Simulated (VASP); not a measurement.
# Li (Fm-3m) in VASP: a series of runs

The runs below take Li through single point, with PBE0+D3(BJ), r2SCAN0, r2SCANh+D4.

Everything below comes from runs of VASP 6.6.1. Logs are shortened: lines on timing, memory, paths and dates and some standing lists are left out, and cuts for length are marked.

## Step 1: The cell of the first run

The structure is cubic, space group Fm-3m (No. 225). Conventional cell: a = 4.404 Å, b = 4.404 Å, c = 4.404 Å, α = 90.00°, β = 90.00°, γ = 90.00°. Within 4.1 Å of Li (site symmetry m-3m) lie 12 Li at 3.11 Å.

This isn't the form of Li at room conditions, which is bcc.

## Step 2: Single point, PBE0+D3(BJ)

The input, POSCAR:

```
Li
1.0
    0.0000000000      2.2020000000      2.2020000000
    2.2020000000      0.0000000000      2.2020000000
    2.2020000000      2.2020000000      0.0000000000
Li
1
Direct
    0.0000000000      0.0000000000      0.0000000000
```

The input, INCAR.step1:

```
SYSTEM = Li
PREC = Accurate
ENCUT = 650
EDIFF = 1E-5
ISMEAR = 0
SIGMA = 0.025
LREAL = .False.
LASPH = .True.
NELM = 120
ALGO = Normal
ISIF = 2
LWAVE = .True.
LCHARG = .False.
GGA = PE
NBANDS = 8
GGA_COMPAT = .False.
```

The input, INCAR.step2:

```
SYSTEM = Li
PREC = Accurate
ENCUT = 650
EDIFF = 1E-6
ISMEAR = 0
SIGMA = 0.025
LREAL = .False.
LASPH = .True.
NELM = 120
ALGO = Normal
ISIF = 2
LWAVE = .False.
LCHARG = .False.
GGA = PE
LHFCALC = .True.
AEXX = 0.25
PRECFOCK = Normal
IVDW = 12
ISTART = 1
NBANDS = 8
GGA_COMPAT = .False.
```

The input, KPOINTS:

```
Automatic mesh
0
Gamma
  7 7 7
  0 0 0
```

Potentials or basis: VASP PAW PBE potentials, release 64 (Li_sv).

On the command line:

```console
> cat potpaw_PBE.64/Li_sv/POTCAR > POTCAR
> cp INCAR.step1 INCAR
> mpirun -np 1 vasp_std > vasp.out
> cp INCAR.step2 INCAR
> mpirun -np 1 vasp_std > vasp.out
```

OUTCAR:

```text
SYSTEM = Li
   PREC = Accurate
   ENCUT = 650
   EDIFF = 1E-6
   ISMEAR = 0
   LREAL = .False.
   LASPH = .True.
   NELM = 120
   ISIF = 2
   GGA = PE
   LHFCALC = .True.
   AEXX = 0.25
   PRECFOCK = Normal
   IVDW = 12
   ISTART = 1
 IVDW          = 12

 ion  position               nearest neighbor table
   1  0.000  0.000  0.000-

  LATTYP: Found a face centered cubic cell.
 ALAT       =     4.4040000000

  Lattice vectors:

 A1 = (   0.0000000000,   2.2020000000,   2.2020000000)
 A2 = (   2.2020000000,   0.0000000000,   2.2020000000)
 A3 = (   2.2020000000,   2.2020000000,   0.0000000000)

Analysis of symmetry for initial positions (statically):
=====================================================================
 Subroutine PRICEL returns:
 Original cell was already a primitive cell.

 Routine SETGRP: Setting up the symmetry group for a
 face centered cubic supercell.

 Subroutine GETGRP returns: Found 48 space group operations
 (whereof 48 operations were pure point group operations)
 out of a pool of 48 trial point group operations.

The static configuration has the point symmetry O_h .

Analysis of symmetry for dynamics (positions and initial velocities):
=====================================================================
 Subroutine PRICEL returns:
 Original cell was already a primitive cell.

 Routine SETGRP: Setting up the symmetry group for a
 face centered cubic supercell.

 Subroutine GETGRP returns: Found 48 space group operations
 (whereof 48 operations were pure point group operations)
 out of a pool of 48 trial point group operations.

The dynamic configuration has the point symmetry O_h .

 Subroutine INISYM returns: Found 48 space group operations
 (whereof 48 operations are pure point group operations),
 and found     1 'primitive' translations

----------------------------------------------------------------------------------------

                                     Primitive cell

  volume of cell :      21.3541

  direct lattice vectors                    reciprocal lattice vectors
     0.000000000  2.202000000  2.202000000    -0.227066303  0.227066303  0.227066303
     2.202000000  0.000000000  2.202000000     0.227066303 -0.227066303  0.227066303
     2.202000000  2.202000000  0.000000000     0.227066303  0.227066303 -0.227066303

  length of vectors
     3.114098264  3.114098264  3.114098264     0.393290374  0.393290374  0.393290374

  position of ions in fractional coordinates (direct lattice)
     0.000000000  0.000000000  0.000000000

  ion indices of the primitive-cell ions
   primitive index   ion index
                 1           1

----------------------------------------------------------------------------------------

 KPOINTS: Automatic mesh

Automatic generation of k-mesh.
 Grid dimensions read from file:
 generate k-points for:    7    7    7

 Generating k-lattice:

  Cartesian coordinates                     Fractional coordinates (reciprocal lattice)
    -0.032438043  0.032438043  0.032438043     0.142857143  0.000000000  0.000000000
     0.032438043 -0.032438043  0.032438043     0.000000000  0.142857143  0.000000000
     0.032438043  0.032438043 -0.032438043     0.000000000  0.000000000  0.142857143

  Length of vectors
     0.056184339  0.056184339  0.056184339

  Shift w.r.t. Gamma in fractional coordinates (k-lattice)
     0.000000000  0.000000000  0.000000000

 Subroutine IBZKPT returns following result:
 ===========================================

 Found     20 irreducible k-points:

 Following reciprocal coordinates:
            Coordinates               Weight
  0.000000  0.000000  0.000000      1.000000
  0.142857  0.000000  0.000000      8.000000
  0.285714  0.000000  0.000000      8.000000
  0.428571  0.000000  0.000000      8.000000
  0.142857  0.142857  0.000000      6.000000
  0.285714  0.142857  0.000000     24.000000
[... 12 lines left out ...]
 -0.428571  0.428571  0.142857     24.000000
 -0.285714  0.428571  0.142857     24.000000
   k-points           NKPTS =     20   k-points in BZ     NKDIM =    343   number of bands    NBANDS=      8
   number of dos      NEDOS =    301   number of ions     NIONS =      1
   total plane-waves  NPLWV =  21952
   dimension x,y,z NGX =    28 NGY =   28 NGZ =   28
   dimension x,y,z NGXF=    56 NGYF=   56 NGZF=   56
   ions per type =               1
   NGX,Y,Z   is equivalent  to a cutoff of  14.95, 14.95, 14.95 a.u.
   NGXF,Y,Z  is equivalent  to a cutoff of  29.90, 29.90, 29.90 a.u.
 SYSTEM =  Li
   PREC   = accura    normal or accurate (medium, high low for compatibility)
   ISTART =      1    job   : 0-new  1-cont  2-samecut
   ICHARG =      0    charge: 1-file 2-atom 10-const
   ISPIN  =      1    spin polarized calculation?
   LNONCOLLINEAR =      F non collinear calculations
   LSORBIT =      F    spin-orbit coupling
   LASPH  =      T    aspherical Exc in radial PAW
   ENCUT  =  650.0 eV  47.77 Ry    6.91 a.u.   6.47  6.47  6.47*2*pi/ulx,y,z
   NELM   =    120;   NELMIN=  2; NELMDL=  0     # of ELM steps
   EDIFF  = 0.1E-05   stopping-criterion for ELM
   LREAL  =      F    real-space projection
   EDIFFG = 0.1E-04   stopping-criterion for IOM
   NSW    =      0    number of steps for IOM
   IBRION =     -1    ionic relax: 0-MD 1-quasi-New 2-CG
   NFREE  =      0    steps in history (QN), initial steepest desc. (CG)
   ISIF   =      2    stress and relaxation
   ISYM   =      3    0-nonsym 1-usesym 2-fastsym
   POTIM  = 0.5000    time-step for ionic-motion
   TEBEG  =    0.0;   TEEND  =   0.0 temperature during run
   PSTRESS=    0.0 pullay stress
   NELECT =       3.0000    total number of electrons
   NUPDOWN=      -1.0000    fix difference up-down
   EMIN   =  10.00;   EMAX   =-10.00  energy-range for DOS
   EFERMI =   0.00;   METHOD = LEGACY
   ISMEAR =     0;   SIGMA  =   0.03  broadening in eV -4-tet -1-fermi 0-gaus
   EFERMI_NEDOS =   21; number of points for ismear=-14 and -15
   IALGO  =     38    algorithm
   IMIX   =      1    mixing-type and parameters
     AMIX     =   0.40;   BMIX     =  1.00
     AMIX_MAG =   1.60;   BMIX_MAG =  1.00
  volume/ion in A,a.u.               =      21.35       144.10
  Fermi-wavevector in a.u.,A,eV,Ry     =   0.851049  1.608250  9.854489  0.724285
  Thomas-Fermi vector in A             =   1.967122
   LORBIT       =      0    0 simple, 1 ext, 2 COOP (PROOUT), +10 PAW based schemes
   GGA     = PE    functional components
   LHFCALC =     T    Hartree Fock is set to
   PRECFOCK=normal    Normal, Fast or Accurate (Low or Medium for compatibility)
   ENCUT4O =  -1.0   cutoff for four orbital integrals eV
   NKREDX  =     1    reduce k-point grid by
   NKREDY  =     1    reduce k-point grid by
   NKREDZ  =     1    reduce k-point grid by
   AEXX    =    0.2500 exact exchange contribution
   HFSCREEN=    0.0000 screening length (either q_TF or 0.3 A-1)
   HFSCREENC=   0.0000 screening length for correlation (either q_TF or 0.3 A-1)
   ENCUTFOCK=  -1.0 apply spherical cutoff to Coloumb kernel
   IVDW    =    12    specifies the selected vdW correction
   LEPSILON=     F    determine dielectric tensor
   LRPA    =     F    only Hartree local field effects (RPA)
 non-spin polarized calculation
 Gauss-broadening in eV      SIGMA  =   0.03
  energy-cutoff  :      650.00
  volume of cell :       21.35
 maximum number of plane-waves:       821
 NGX is ok and might be reduce to    28
  NGX = 20; NGY = 20; NGZ = 20

 number of electron       2.9999998 magnetization

 Free energy of the ion-electron system (eV)
  ---------------------------------------------------
  ext. energy  EPLUGINS =         0.00000000
  ---------------------------------------------------
  free energy    TOTEN  =        -2.17305417 eV

  energy without entropy =       -2.17269935  energy(sigma->0) =       -2.17287676

 E-fermi :   1.0697     XC(G=0):  -5.4714

 val. band max:       -0.0845138148   @ k =   0.4286   0.2857   0.0000
 cond. band min:       1.0840841878   @ k =  -0.2857   0.2857   0.0000
 fundamental gap:      1.1685980026
 Fermi energy:         1.0697260700

 k-point     1 :       0.0000    0.0000    0.0000
  band No.  band energies     occupation
      1     -50.2182      2.00000
      2      -4.2546      2.00000
      3      15.5437      0.00000
      4      15.5437      0.00000
      5      15.5437      0.00000
      6      19.2234      0.00000
      7      19.2234      0.00000
      8      19.2234      0.00000

 k-point     2 :       0.1429    0.0000    0.0000
  band No.  band energies     occupation
      1     -50.2151      2.00000
      2      -3.8082      2.00000
      3      12.4602      0.00000
      4      14.9027      0.00000
      5      14.9027      0.00000
      6      18.5404      0.00000
      7      20.3003      0.00000
      8      20.3003      0.00000

 k-point     3 :       0.2857    0.0000    0.0000
  band No.  band energies     occupation
      1     -50.2083      2.00000
      2      -2.4547      2.00000
      3       8.1334      0.00000
      4      14.1641      0.00000
      5      14.1641      0.00000
      6      18.9117      0.00000
      7      19.2058      0.00000
      8      19.2058      0.00000

 k-point     4 :       0.4286    0.0000    0.0000
  band No.  band energies     occupation
      1     -50.2029      2.00000
      2      -0.3149      2.00000
      3       4.6264      0.00000
      4      13.8778      0.00000
      5      13.8778      0.00000
      6      17.8052      0.00000
      7      17.8052      0.00000
      8      18.3202      0.00000

 k-point     5 :       0.1429    0.1429    0.0000
  band No.  band energies     occupation
      1     -50.2141      2.00000
      2      -3.6578      2.00000
      3      13.3583      0.00000
      4      13.3583      0.00000
      5      15.4487      0.00000
      6      15.7873      0.00000
      7      18.4944      0.00000
      8      22.2476      0.00000
[... 133 lines left out ...]
 k-point    18 :      -0.4286    0.2857    0.1429
  band No.  band energies     occupation
      1     -50.2000      2.00000
      2       1.5314      0.00000
      3       5.1935      0.00000
      4       9.2360      0.00000
      5      11.1151      0.00000
      6      16.6442      0.00000
      7      19.8519      0.00000
      8      22.1848      0.00000

 k-point    19 :      -0.4286    0.4286    0.1429
  band No.  band energies     occupation
      1     -50.1985      2.00000
      2       2.2593      0.00000
      3       6.8019      0.00000
      4       6.9151      0.00000
      5       9.9305      0.00000
      6      16.0713      0.00000
      7      17.2296      0.00000
      8      24.6179      0.00000

 k-point    20 :      -0.2857    0.4286    0.1429
  band No.  band energies     occupation
      1     -50.1981      2.00000
      2       3.9115      0.00000
      3       4.3318      0.00000
      4       6.8772      0.00000
      5      10.0902      0.00000
      6      16.9642      0.00000
      7      20.2240      0.00000
      8      22.1930      0.00000

------------------------ aborting loop because EDIFF is reached ----------------------------------------

 Edisp (eV)   -0.17082

 E8    (eV) :    -0.0865

  FORCE on cell =-STRESS in cart. coord.  units (eV):
  Direction    XX          YY          ZZ          XY          YZ          ZX
  --------------------------------------------------------------------------------------
  -------------------------------------------------------------------------------------
  Total      -0.26367    -0.26367    -0.26367    -0.00000    -0.00000     0.00000
  in kB     -19.78271   -19.78271   -19.78271    -0.00000    -0.00000     0.00000
  external pressure =      -19.78 kB  Pullay stress =        0.00 kB

 VOLUME and BASIS-vectors are now :
 -----------------------------------------------------------------------------
  energy-cutoff  :      650.00
  volume of cell :       21.35
      direct lattice vectors                 reciprocal lattice vectors
     0.000000000  2.202000000  2.202000000    -0.227066303  0.227066303  0.227066303
     2.202000000  0.000000000  2.202000000     0.227066303 -0.227066303  0.227066303
     2.202000000  2.202000000  0.000000000     0.227066303  0.227066303 -0.227066303

 POSITION                                       TOTAL-FORCE (eV/Angst)
 -----------------------------------------------------------------------------------
      0.00000      0.00000      0.00000         0.000000      0.000000      0.000000
 -----------------------------------------------------------------------------------
    total drift:                               -0.000000     -0.000000     -0.000000

  FREE ENERGIE OF THE ION-ELECTRON SYSTEM (eV)
  ---------------------------------------------------
  free  energy   TOTEN  =        -2.3438724129 eV

  energy  without entropy=       -2.3435175990  energy(sigma->0) =       -2.34369501
```

Run time: 3.4 min. Hardware: 1 thread of Intel Xeon Platinum 8259CL at 2.50GHz (Skylake/Cascade Lake), shared host; peak memory 0.17 GiB.

Results:

```yaml
Free_energy: -2.3439 eV
Pressure: -2.0 GPa
Band_gap_on_the_k_mesh: zero (an odd number of electrons rules out a gap without spin polarisation)
Dispersion_energy_per_atom: -0.171 eV
```

Caveat: the PAW data sets were made with another functional, which shifts forces and pressure a little.

## Step 3: Single point, r2SCAN0

POSCAR is that of step 2.

The input, INCAR.step1:

```
ALGO = Normal ; EDIFF = 1E-5
ENCUT = 720 ; GGA = PE
GGA_COMPAT = F ; ISIF = 2
ISMEAR = 1 ; LASPH = T
LCHARG = F ; LREAL = F
LWAVE = T ; NBANDS = 8
NELM = 120 ; PREC = Accurate
SIGMA = 0.025
```

The input, INCAR.step2:

```
AEXX = 0.25 ; ALGO = Normal
EDIFF = 1E-6 ; ENCUT = 720
GGA_COMPAT = F ; ISIF = 2
ISMEAR = 1 ; ISTART = 1
LASPH = T ; LCHARG = F
LHFCALC = T ; LMIXTAU = T
LREAL = F ; LWAVE = F
METAGGA = R2SCAN ; NBANDS = 8
NELM = 120 ; PREC = Accurate
PRECFOCK = Normal ; SIGMA = 0.025
```

The input, KPOINTS:

```
k-points
0
Gamma
  7 7 7
```

Potentials or basis: VASP PAW PBE potentials, release 64 (Li_sv).

On the command line:

```console
> cat potpaw_PBE.64/Li_sv/POTCAR > POTCAR
> cp INCAR.step1 INCAR
> mpirun -np 1 vasp_std > vasp.out
> cp INCAR.step2 INCAR
> mpirun -np 1 vasp_std > vasp.out
```

It took 15 min on 1 thread of AMD EPYC 7R43 (Zen 3), shared host; peak memory 0.15 GiB.

It converged, with:

* Free energy: -2.5218 eV
* Pressure: -0.5 GPa
* Band gap on the k mesh: zero (an odd number of electrons rules out a gap without spin polarisation)

Levels at points of the mesh, in eV from the Fermi level:
```tsv
k point	band 1	band 2	band 3	band 4	band 5	band 6	band 7
(0.00, 0.00, 0.00)	-52.42	-5.48	15.29	15.29	15.29	18.55	18.55
```

Caveat: the PAW data sets were made with another functional, which shifts forces and pressure a little.

(Part 1 of 2 ends here.)

The gap in the log of VASP goes by the Fermi energy; the results here count the filled bands.